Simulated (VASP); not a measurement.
# ZrN (Fm-3m) in VASP: elastic constants with LDA

Aim: the elastic constants of ZrN with LDA.

Program: VASP 6.6.1. These are calculated values, not measurements. Logs are shortened: lines on timing, memory, paths and dates and some standing lists are left out, and cuts for length are marked.

## 1. The cell of the first run

Symmetry: Fm-3m, No. 225, cubic system. The conventional cell has a = 4.525 Å, b = 4.525 Å, c = 4.525 Å, α = 90.00°, β = 90.00°, γ = 90.00°. Zr (site symmetry m-3m) has 6 N at 2.26 Å within 3.0 Å. N (site symmetry m-3m) has 6 Zr at 2.26 Å within 3.0 Å.

## 2. Elastic constants, LDA

The input, INCAR:

```
PREC = Accurate
ENCUT = 600
EDIFF = 1E-8
ISMEAR = -1
SIGMA = 0.1
LREAL = F
LASPH = T
NELM = 120
ALGO = Normal
ISIF = 3
LWAVE = F
LCHARG = F
GGA = CA
NBANDS = 16
IBRION = 6
NFREE = 2
POTIM = 0.015
NSW = 1
GGA_COMPAT = F
```

The input, KPOINTS:

```
regular mesh
0
Gamma
  16 16 16
```

The input, POSCAR:

```
ZrN
1.0
    0.0000000000      2.2624277450      2.2624277450
    2.2624277450      0.0000000000      2.2624277450
    2.2624277450      2.2624277450      0.0000000000
Zr N
1 1
Direct
    0.5000000000      0.5000000000      0.5000000000
    0.0000000000      0.0000000000      0.0000000000
```

Potentials or basis: VASP PAW LDA potentials, release 64 (Zr_sv, N).

Started as:

```sh
> cat potpaw_LDA.64/Zr_sv/POTCAR potpaw_LDA.64/N/POTCAR > POTCAR
> mpirun -np 1 vasp_std > vasp.out
```

OUTCAR:

```text
PREC = Accurate
   ENCUT = 600
   EDIFF = 1E-8
   ISMEAR = -1
   LREAL = F
   LASPH = T
   NELM = 120
   ISIF = 3
   GGA = CA
   IBRION = 6
   NFREE = 2
   POTIM = 0.015
   NSW = 1

 ion  position               nearest neighbor table
   1  0.500  0.500  0.500-   2 2.26   2 2.26   2 2.26   2 2.26   2 2.26   2 2.26
   2  0.000  0.000  0.000-   1 2.26   1 2.26   1 2.26   1 2.26   1 2.26   1 2.26

  LATTYP: Found a face centered cubic cell.
 ALAT       =     4.5248554900

  Lattice vectors:

 A1 = (   0.0000000000,   2.2624277450,   2.2624277450)
 A2 = (   2.2624277450,   0.0000000000,   2.2624277450)
 A3 = (   2.2624277450,   2.2624277450,   0.0000000000)

Analysis of symmetry for initial positions (statically):
=====================================================================
 Subroutine PRICEL returns:
 Original cell was already a primitive cell.

 Routine SETGRP: Setting up the symmetry group for a
 face centered cubic supercell.

 Subroutine GETGRP returns: Found 48 space group operations
 (whereof 48 operations were pure point group operations)
 out of a pool of 48 trial point group operations.

The static configuration has the point symmetry O_h .

Analysis of symmetry for dynamics (positions and initial velocities):
=====================================================================
 Subroutine PRICEL returns:
 Original cell was already a primitive cell.

 Routine SETGRP: Setting up the symmetry group for a
 face centered cubic supercell.

 Subroutine GETGRP returns: Found 48 space group operations
 (whereof 48 operations were pure point group operations)
 out of a pool of 48 trial point group operations.

The dynamic configuration has the point symmetry O_h .

 Subroutine INISYM returns: Found 48 space group operations
 (whereof 48 operations are pure point group operations),
 and found     1 'primitive' translations

----------------------------------------------------------------------------------------

                                     Primitive cell

  volume of cell :      23.1608

  direct lattice vectors                    reciprocal lattice vectors
     0.000000000  2.262427745  2.262427745    -0.221001533  0.221001533  0.221001533
     2.262427745  0.000000000  2.262427745     0.221001533 -0.221001533  0.221001533
     2.262427745  2.262427745  0.000000000     0.221001533  0.221001533 -0.221001533

  length of vectors
     3.199556001  3.199556001  3.199556001     0.382785884  0.382785884  0.382785884

  position of ions in fractional coordinates (direct lattice)
     0.500000000  0.500000000  0.500000000
     0.000000000  0.000000000  0.000000000

  ion indices of the primitive-cell ions
   primitive index   ion index
                 1           1
                 2           2

----------------------------------------------------------------------------------------

 KPOINTS: regular mesh

Automatic generation of k-mesh.
 Grid dimensions read from file:
 generate k-points for:   16   16   16

 Generating k-lattice:

  Cartesian coordinates                     Fractional coordinates (reciprocal lattice)
    -0.013812596  0.013812596  0.013812596     0.062500000  0.000000000  0.000000000
     0.013812596 -0.013812596  0.013812596     0.000000000  0.062500000  0.000000000
     0.013812596  0.013812596 -0.013812596     0.000000000  0.000000000  0.062500000

  Length of vectors
     0.023924118  0.023924118  0.023924118

  Shift w.r.t. Gamma in fractional coordinates (k-lattice)
     0.000000000  0.000000000  0.000000000

 Subroutine IBZKPT returns following result:
 ===========================================

 Found    145 irreducible k-points:

 Following reciprocal coordinates:
            Coordinates               Weight
  0.000000  0.000000  0.000000      1.000000
  0.062500  0.000000  0.000000      8.000000
  0.125000  0.000000  0.000000      8.000000
[... 48 lines left out ...]
   POTIM  = 0.0150    time-step for ionic-motion
   TEBEG  =    0.0;   TEEND  =   0.0 temperature during run
   PSTRESS=    0.0 pullay stress
   NELECT =      17.0000    total number of electrons
   NUPDOWN=      -1.0000    fix difference up-down
   EMIN   =  10.00;   EMAX   =-10.00  energy-range for DOS
   EFERMI =   0.00;   METHOD = LEGACY
   ISMEAR =    -1;   SIGMA  =   0.10  broadening in eV -4-tet -1-fermi 0-gaus
   EFERMI_NEDOS =   21; number of points for ismear=-14 and -15
   IALGO  =     38    algorithm
   IMIX   =      4    mixing-type and parameters
     AMIX     =   0.40;   BMIX     =  1.00
     AMIX_MAG =   1.60;   BMIX_MAG =  1.00
  volume/ion in A,a.u.               =      11.58        78.15
  Fermi-wavevector in a.u.,A,eV,Ry     =   1.476748  2.790649 29.671381  2.180785
  Thomas-Fermi vector in A             =   2.591237
   LORBIT       =      0    0 simple, 1 ext, 2 COOP (PROOUT), +10 PAW based schemes
   GGA     = CA    functional components
   LHFCALC =     F    Hartree Fock is set to
   AEXX    =    0.0000 exact exchange contribution
   IVDW    =     0    specifies the selected vdW correction
   LEPSILON=     F    determine dielectric tensor
   LRPA    =     F    only Hartree local field effects (RPA)
 finite differences with symmetry
 non-spin polarized calculation
  energy-cutoff  :      600.00
  volume of cell :       23.16
 maximum number of plane-waves:       787
 NGX is ok and might be reduce to    28
   NGX = 13   NGY = 13   NGZ = 13

--------------------------------------- Ionic step        1  -------------------------------------------

 number of electron      17.0000000 magnetization

 Free energy of the ion-electron system (eV)
  ---------------------------------------------------
  ext. energy  EPLUGINS =         0.00000000
  ---------------------------------------------------
  free energy    TOTEN  =       -22.43041314 eV

  energy without entropy =      -22.41013622  energy(sigma->0) =      -22.42027468

------------------------ aborting loop because EDIFF is reached ----------------------------------------

  FORCE on cell =-STRESS in cart. coord.  units (eV):
  Direction    XX          YY          ZZ          XY          YZ          ZX
  --------------------------------------------------------------------------------------
  -------------------------------------------------------------------------------------
  Total        0.1065924      0.1065924      0.1065924      0.0000000      0.0000000      0.0000000
  in kB        7.3736560      7.3736560      7.3736560      0.0000000      0.0000000      0.0000000
  external PRESSURE =       7.3736560 kB  Pullay stress =       0.0000000 kB
[... 89 lines left out ...]
  FREE ENERGIE OF THE ION-ELECTRON SYSTEM (eV)
  ---------------------------------------------------
  free  energy   TOTEN  =       -22.4180374986 eV

  energy  without entropy=      -22.3981443692  energy(sigma->0) =      -22.40809093

[... ionic steps 4 to 14 ...]

--------------------------------------- Ionic step       15  -------------------------------------------

 number of electron      17.0000000 magnetization

------------------------ aborting loop because EDIFF is reached ----------------------------------------
[... 67 lines left out ...]
--------------------------------------- Ionic step       17  -------------------------------------------

 number of electron      17.0000000 magnetization

 Free energy of the ion-electron system (eV)
  ---------------------------------------------------
  ext. energy  EPLUGINS =         0.00000000
  ---------------------------------------------------
  free energy    TOTEN  =       -22.42908038 eV

  energy without entropy =      -22.40880118  energy(sigma->0) =      -22.41894078

 E-fermi :  12.2478     XC(G=0): -12.9851

 val. band max:       12.2349291461   @ k =   0.1875   0.0625   0.4375
 cond. band min:      12.2523545069   @ k =  -0.4375   0.3125   0.1250
 fundamental gap:      0.0174253609
 Fermi energy:        12.2477884969

 k-point     1 :       0.0000    0.0000    0.0000
  band No.  band energies     occupation
      1     -36.9132      2.00000
      2     -14.6350      2.00000
      3     -14.6346      2.00000
      4     -14.6346      2.00000
      5      -3.9405      2.00000
      6       9.5674      2.00000
[... 433 lines left out ...]
      3     -14.6675      2.00000
      4     -14.6358      2.00000
      5      -3.7078      2.00000
      6       8.6480      2.00000
[... 8 lines left out ...]
     15      22.2210      0.00000
     16      33.1611      0.00000

 [... further k-points ...]

------------------------ aborting loop because EDIFF is reached ----------------------------------------

  FORCE on cell =-STRESS in cart. coord.  units (eV):
  Direction    XX          YY          ZZ          XY          YZ          ZX
  --------------------------------------------------------------------------------------
  -------------------------------------------------------------------------------------
  Total        0.1184662      0.1069921      0.1069921      0.0000000      0.0000000      0.0000000
  in kB        8.1950386      7.4013040      7.4013040      0.0000000      0.0000000      0.0000000
  external PRESSURE =       7.6658822 kB  Pullay stress =       0.0000000 kB
[... 17 lines left out ...]
  FREE ENERGIE OF THE ION-ELECTRON SYSTEM (eV)
  ---------------------------------------------------
  free  energy   TOTEN  =       -22.4290803826 eV

  energy  without entropy=      -22.4088011815  energy(sigma->0) =      -22.41894078

 INTERNAL STRAIN TENSORS FROM STRAINED CELLS
 ============================================

 INTERNAL STRAIN TENSOR FOR ION    1 for displacements in x,y,z  (eV/Angst):
          X           Y           Z          XY          YZ          ZX
  --------------------------------------------------------------------------------
  x     0.00000     0.00000    -0.00000     0.00000     0.00000     0.00000
  y    -0.00000     0.00000     0.00000     0.00000     0.00000    -0.00000
  z     0.00000    -0.00000    -0.00000     0.00000     0.00000    -0.00000

 INTERNAL STRAIN TENSORS FROM DISPLACED ATOMS
 ============================================

 INTERNAL STRAIN TENSOR FOR ION    1 for displacements in x,y,z  (eV/Angst):
          X           Y           Z          XY          YZ          ZX
  --------------------------------------------------------------------------------
  x     0.00000     0.00000     0.00000     0.00000     0.00000     0.00000
  y     0.00000     0.00000     0.00000     0.00000     0.00000     0.00000
  z     0.00000     0.00000     0.00000     0.00000     0.00000     0.00000

 INTERNAL STRAIN TENSOR FOR ION    2 for displacements in x,y,z  (eV/Angst):
          X           Y           Z          XY          YZ          ZX
  --------------------------------------------------------------------------------
  x     0.00000     0.00000     0.00000     0.00000     0.00000     0.00000
  y     0.00000     0.00000     0.00000     0.00000     0.00000     0.00000
  z     0.00000     0.00000     0.00000     0.00000     0.00000     0.00000

 Eigenvectors and eigenvalues of the dynamical matrix
 ----------------------------------------------------

   1 f  =   15.444772 THz    97.042366 2PiTHz  515.182149 cm-1    63.874417 meV
             X         Y         Z           dx          dy          dz
      2.262428  2.262428  2.262428    -0.364773    0.000000    0.000000
      0.000000  0.000000  0.000000     0.931096    0.000000    0.000000
[... 21 lines left out ...]
   6 f/i=    0.000041 THz     0.000260 2PiTHz    0.001380 cm-1     0.000171 meV
             X         Y         Z           dx          dy          dz
      2.262428  2.262428  2.262428     0.000000   -0.069328   -0.928512
      0.000000  0.000000  0.000000     0.000000   -0.027160   -0.363761

--------------------------------------------------------------------------------------------------------

 ELASTIC MODULI CONTR FROM IONIC RELAXATION (kBar)
 Direction    XX          YY          ZZ          XY          YZ          ZX
 --------------------------------------------------------------------------------
 XX           0.0000      0.0000      0.0000      0.0000      0.0000      0.0000
 YY           0.0000      0.0000      0.0000      0.0000      0.0000      0.0000
 ZZ           0.0000      0.0000      0.0000      0.0000      0.0000      0.0000
 XY           0.0000      0.0000      0.0000      0.0000      0.0000      0.0000
 YZ           0.0000      0.0000      0.0000      0.0000      0.0000      0.0000
 ZX           0.0000      0.0000      0.0000      0.0000      0.0000      0.0000
 --------------------------------------------------------------------------------

 TOTAL ELASTIC MODULI (kBar)
 Direction    XX          YY          ZZ          XY          YZ          ZX
 --------------------------------------------------------------------------------
 XX        6266.1493   1144.2830   1144.2830      0.0000      0.0000      0.0000
 YY        1144.2830   6266.1493   1144.2830      0.0000      0.0000      0.0000
 ZZ        1144.2830   1144.2830   6266.1493      0.0000     -0.0000      0.0000
 XY           0.0000      0.0000      0.0000   1297.9896      0.0000      0.0000
 YZ           0.0000      0.0000     -0.0000      0.0000   1297.9896      0.0000
 ZX           0.0000      0.0000      0.0000      0.0000      0.0000   1297.9896
 --------------------------------------------------------------------------------
```

Wall time 29 min (1 thread of Intel Xeon 6975P-C (Granite Rapids), shared host); peak memory 0.83 GiB.

What came out:

| Item | Value |
| --- | --- |
| Elastic constants C11, C12, C44 | 627, 114, 130 GPa |
| Voigt bulk modulus | 285 GPa |
| Highest phonon frequency at Γ | 515 cm⁻¹ |

Phonon frequencies in cm⁻¹ (negative: imaginary):
```csv
q point,frequencies
"(0.000, 0.000, 0.000)",0 0 0 515 515 515
```

Elastic tensor in Voigt notation (GPa, in the Cartesian axes of the cell as first typed):
```
627 114 114   0   0   0
114 627 114   0   0   0
114 114 627   0   0   0
  0   0   0 130   0   0
  0   0   0   0 130   0
  0   0   0   0   0 130
```

Clamped-ion elastic tensor (GPa):
```
627 114 114   0   0   0
114 627 114   0   0   0
114 114 627   0   0   0
  0   0   0 130   0   0
  0   0   0   0 130   0
  0   0   0   0   0 130
```
